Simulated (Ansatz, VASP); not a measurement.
# One calculation of KBr, two programs

```
K Br
1.0
     0.05846    3.68830    3.68830
     3.68830    0.05846    3.68830
     3.74676    3.74676    0.00000
K Br
1 1
Direct
  0.00361 0.00361 0.99639
  0.24639 0.24639 0.25361
```

Change from the starting cell: shear_xy strain +3.2%.

Alike in both runs: task single point; functional PBE; k mesh 6 × 6 × 6; occupations fermi-dirac, width 0.02 eV; no spin polarisation.

```csv
,VASP,Ansatz
version,VASP 6.6.1,Ansatz 0.2.0
potentials or method,"VASP PAW PBE potentials, release 64 (K_sv, Br)","plane waves, PAW"
plane-wave cutoff (eV),520,420
valence electrons in the cell,16,16
```

```csv
,VASP,Ansatz,Ansatz less VASP
gap on the k mesh at the Fermi level (eV),4.26,4.26,+0.001
pressure (GPa),0.3,0.3,-0.02
"traceless stress, the component that is largest in VASP (GPa)",-0.07,-0.07,0.000
```
